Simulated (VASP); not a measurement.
# H6C2O in VASP: notebook, part 4 of 4

VASP 6.6.1. Earlier steps stand in the parts before.

**6. Single point, LDA**

INCAR reads:

```
SYSTEM = H6C2O
  ALGO = Normal
  EDIFF = 1E-7
  ENCUT = 520
  ISIF = 2
  ISMEAR = -1
  LASPH = .TRUE.
  LCHARG = .FALSE.
  LREAL = Auto
  LWAVE = .FALSE.
  NBANDS = 64
  NELM = 100
  PREC = Accurate
  SIGMA = 0.05
```

KPOINTS reads:

```
k-points
0
G
  1 1 1
  0 0 0
```

POSCAR reads:

```
H6C2O
1.0
    7.2936330000      0.0000000000      0.0000000000
    0.0000000000      7.2936330000      0.0000000000
    0.0000000000      0.0000000000      7.2936330000
C O H
8 4 24
Direct
    0.8410623348      0.5811095787      0.3485368677
    0.7434292348      0.5980832872      0.1713686444
    0.3623982726      0.6381867582      0.8074165508
    0.1914957882      0.5422674818      0.7297049358
    0.7423598089      0.0730774362      0.2642853020
    0.5529891619      0.1211878909      0.2230027203
    0.8397872501      0.1237929027      0.7492562349
    0.6488398854      0.2216727932      0.7465963807
    0.5440361477      0.5924071036      0.1984607671
    0.2465575112      0.4156501979      0.5964380166
    0.4716031092     -0.0263654615      0.1055989519
    0.5066473731      0.1253421991      0.6590542738
    0.5126800320      0.7043540578      0.1389705240
    0.7785283411      0.7439091054      0.1210782062
    0.7806260611      0.4784584034      0.0857323093
    0.9974178849      0.6033344425      0.3387337970
    0.7818874352      0.6872706647      0.4427560312
    0.8160405109      0.4440448265      0.4038865131
    0.2986029048      0.4806246763      0.4935811824
    0.1100000507      0.4768405539      0.8423648407
    0.0831821398      0.6468244289      0.6722849916
    0.3273540086      0.7384797124      0.9159907004
    0.4585506290      0.5384833594      0.8649461798
    0.4370387158      0.7272781617      0.6997061684
    0.5072780602      0.0031397247     -0.0170285508
    0.4698481539      0.1253147780      0.3521701736
    0.5419110065      0.2632707184      0.1498704418
    0.8121467038      0.1990229012      0.3417912582
    0.7485844160     -0.0609161443      0.3433131335
    0.8270775346      0.0404325252      0.1403278723
    0.4058334166      0.2094840802      0.6523497960
    0.6105325014      0.2540023607      0.8885421024
    0.6667459139      0.3564615878      0.6780845705
    0.9278640699      0.1746728962      0.8614362691
    0.8232111487     -0.0310544827      0.7658871786
    0.9118089709      0.1355702981      0.6153997603
```

Potentials or basis: VASP PAW LDA potentials, release 64 (C, O, H).

Run with:

```bash
> cat potpaw_LDA.64/C/POTCAR potpaw_LDA.64/O/POTCAR potpaw_LDA.64/H/POTCAR > POTCAR
> mpirun -np 1 vasp_gam > vasp.out
```

OUTCAR:

```text
SYSTEM = H6C2O
   EDIFF = 1E-7
   ENCUT = 520
   ISIF = 2
   ISMEAR = -1
   LASPH = .TRUE.
   LREAL = Auto
   NELM = 100
   PREC = Accurate

 ion  position               nearest neighbor table
   1  0.841  0.581  0.349-  18 1.09  17 1.12  16 1.15   2 1.48
   2  0.743  0.598  0.171-  15 1.11  14 1.15   9 1.47   1 1.48
   3  0.362  0.638  0.807-  23 1.09  22 1.11  24 1.16   4 1.54
   4  0.191  0.542  0.730-  20 1.12  21 1.18  10 1.40   3 1.54
   5  0.742  0.073  0.264-  30 1.12  29 1.14  28 1.19   6 1.46
   6  0.553  0.121  0.223-  26 1.12  27 1.17   5 1.46  11 1.50
   7  0.840  0.124  0.749-  34 1.10  36 1.11  35 1.14   8 1.57
   8  0.649  0.222  0.747-  32 1.10  33 1.11  12 1.41   7 1.57
   9  0.544  0.592  0.198-  13 0.95   2 1.47
  10  0.247  0.416  0.596-  19 0.97   4 1.40
  11  0.472  0.974  0.106-  25 0.96   6 1.50
  12  0.507  0.125  0.659-  31 0.96   8 1.41
  13  0.513  0.704  0.139-   9 0.95
  14  0.779  0.744  0.121-   2 1.15
  15  0.781  0.478  0.086-   2 1.11
  16  0.997  0.603  0.339-   1 1.15
  17  0.782  0.687  0.443-   1 1.12
[... 17 lines left out ...]
  35  0.823  0.969  0.766-   7 1.14
  36  0.912  0.136  0.615-   7 1.11

  LATTYP: Found a simple cubic cell.
 ALAT       =     7.2936330000

  Lattice vectors:

 A1 = (   7.2936330000,   0.0000000000,   0.0000000000)
 A2 = (   0.0000000000,   7.2936330000,   0.0000000000)
 A3 = (   0.0000000000,   0.0000000000,   7.2936330000)

Analysis of symmetry for initial positions (statically):
=====================================================================
 Subroutine PRICEL returns:
 Original cell was already a primitive cell.

 Routine SETGRP: Setting up the symmetry group for a
 simple cubic supercell.

 Subroutine GETGRP returns: Found  1 space group operations
 (whereof  1 operations were pure point group operations)
 out of a pool of 48 trial point group operations.

The static configuration has the point symmetry C_1 .
[... 179 lines left out ...]
  Fermi-wavevector in a.u.,A,eV,Ry     =   0.967151  1.827650 12.726630  0.935381
  Thomas-Fermi vector in A             =   2.097013
   LORBIT       =      0    0 simple, 1 ext, 2 COOP (PROOUT), +10 PAW based schemes
   GGA     = CA    functional components
   LHFCALC =     F    Hartree Fock is set to
   AEXX    =    0.0000 exact exchange contribution
   IVDW    =     0    specifies the selected vdW correction
   LEPSILON=     F    determine dielectric tensor
   LRPA    =     F    only Hartree local field effects (RPA)
 non-spin polarized calculation
  energy-cutoff  :      520.00
  volume of cell :      388.00
 maximum number of plane-waves:      5198
 NGX is ok and might be reduce to    54
   NGX = 27   NGY = 27   NGZ = 27

 number of electron      80.0000002 magnetization

 Free energy of the ion-electron system (eV)
  ---------------------------------------------------
  ext. energy  EPLUGINS =         0.00000000
  ---------------------------------------------------
  free energy    TOTEN  =      -197.85028029 eV

  energy without entropy =     -197.85028029  energy(sigma->0) =     -197.85028029

 E-fermi :  -1.9980     XC(G=0):  -6.9204

 val. band max:       -3.1942155904   @ k =   0.0000   0.0000   0.0000
 cond. band min:       1.6284231140   @ k =   0.0000   0.0000   0.0000
 fundamental gap:      4.8226387044
 Fermi energy:        -1.9979519983

 k-point     1 :       0.0000    0.0000    0.0000
  band No.  band energies     occupation
      1     -22.9961      2.00000
      2     -22.5115      2.00000
      3     -22.1862      2.00000
      4     -21.9543      2.00000
      5     -15.6887      2.00000
      6     -15.3671      2.00000
[... 44 lines left out ...]
     51       4.7923      0.00000
     52       5.0589      0.00000
 [bands above 52 left out]

------------------------ aborting loop because EDIFF is reached ----------------------------------------

  FORCE on cell =-STRESS in cart. coord.  units (eV):
  Direction    XX          YY          ZZ          XY          YZ          ZX
  --------------------------------------------------------------------------------------
  -------------------------------------------------------------------------------------
  Total       -8.2638545     -9.5707182     -0.2143632     -2.2535341     -1.4046790      0.6697703
  in kB      -34.1241249    -39.5205875     -0.8851750     -9.3055703     -5.8003732      2.7656978
  external PRESSURE =     -24.8432958 kB  Pullay stress =       0.0000000 kB

 VOLUME and BASIS-vectors are now :
 -----------------------------------------------------------------------------
  energy-cutoff  :      520.00
  volume of cell :      388.00
      direct lattice vectors                 reciprocal lattice vectors
     7.293633000  0.000000000  0.000000000     0.137105884  0.000000000  0.000000000
     0.000000000  7.293633000  0.000000000     0.000000000  0.137105884  0.000000000
     0.000000000  0.000000000  7.293633000     0.000000000  0.000000000  0.137105884

 POSITION                                       TOTAL-FORCE (eV/Angst)
 -----------------------------------------------------------------------------------
      6.13440      4.23840      2.54210         0.908361      0.614707      0.759540
      5.42230      4.36220      1.24990        -0.700434      0.973405      0.247791
      2.64320      4.65470      5.88900        -0.393817      1.211421     -0.941411
      1.39670      3.95510      5.32220        -0.374500      1.949580      0.375893
      5.41450      0.53300      1.92760         2.100872      0.244228      1.017008
      4.03330      0.88390      1.62650        -1.559564      0.100478     -1.326694
[... 28 lines left out ...]
      6.00420      7.06713      5.58610        -0.072370      0.961707      0.190065
      6.65040      0.98880      4.48850        -0.092157      0.257625      0.354999
 -----------------------------------------------------------------------------------
    total drift:                               -0.007685      0.020664      0.030752

  FREE ENERGIE OF THE ION-ELECTRON SYSTEM (eV)
  ---------------------------------------------------
  free  energy   TOTEN  =      -197.8502802947 eV

  energy  without entropy=     -197.8502802946  energy(sigma->0) =     -197.85028029
```

stdout:

```text
POSCAR found type information on POSCAR C O H
 POSCAR found :  3 types and      36 ions
 scaLAPACK will be used
 LDA part: xc-table for (Slater(with rela. corr.)+CA(PZ))
 , standard interpolation
 POSCAR, INCAR and KPOINTS ok, starting setup
 FFT: planning ... GRIDC
 FFT: planning ... GRID_SOFT
 FFT: planning ... GRID
 WAVECAR not read
 entering main loop
```

Wall time 39 s (1 thread of Intel Xeon Platinum 8259CL at 2.50GHz (Skylake/Cascade Lake), shared host); peak memory 0.27 GiB.

What came out:

- Free energy: -197.8503 eV
- Pressure: -2.5 GPa
- Largest force: 2.451 eV/Å
- Band gap on the k mesh: 4.82 eV

Forces on the atoms (eV/Å):
```
C    0.908  0.615  0.760
C   -0.700  0.973  0.248
C   -0.394  1.211 -0.941
C   -0.374  1.950  0.376
C    2.101  0.244  1.017
C   -1.560  0.100 -1.327
C   -1.262 -0.908 -0.644
C    1.511 -0.010 -0.207
O    2.012 -1.339  0.407
O   -0.572 -1.138  0.348
O    0.181  0.814  1.922
O    1.391 -1.296  0.224
H   -1.192  1.807 -0.511
H   -0.223 -1.408 -0.404
H    0.159  0.417 -0.594
H   -1.398 -0.225 -0.031
H    0.362 -0.485 -0.056
H    0.056 -0.247  0.466
H    0.397  0.343 -0.564
H    0.546 -0.360 -0.453
H    1.257 -0.860  0.298
H   -0.126 -0.169  0.045
H    0.113 -0.197  0.085
H   -0.681 -0.938  0.681
H    0.248  0.226 -1.449
H    0.186  0.003 -0.424
H   -0.085 -1.217  0.636
H   -0.741 -1.913 -0.800
H   -0.077  1.115 -0.011
H   -0.327  0.472  0.162
H   -1.353  1.015 -0.270
H   -0.144  0.051  0.592
H    0.099  0.067  0.049
H   -0.150  0.067 -0.176
H   -0.072  0.962  0.190
H   -0.092  0.258  0.355
```

Caveat: the k points lie up to 0.86 Å⁻¹ apart; the atoms stand as in a frame of molecular dynamics.

**7. Overview**

| cell | gap on the mesh (eV) | pressure (GPa) | largest force (eV/Å) |
| --- | --- | --- | --- |
| as given, atomic positions A | 4.01 | -0.6 | 0.21 |
| as given, atomic positions B | 3.66 | -1.8 | 3.77 |
| as given, atomic positions C | 4.55 | 0.6 | 4.50 |
| as given, atomic positions D | 4.55 | -3.3 | 4.04 |
| as given, atomic positions E | 4.82 | -2.5 | 2.45 |

Alike in all rows: task single point; level LDA; potentials or basis VASP PAW LDA potentials, release 64 (C, O, H); no spin polarisation; k mesh 1 × 1 × 1; cutoff (eV) 520; smearing fermi-dirac 0.05 eV.

Caveats: all runs use coarse meshes; the atoms stand as in a frame of molecular dynamics (at least some runs).

Absolute energies hang on the potentials; compare differences alone.
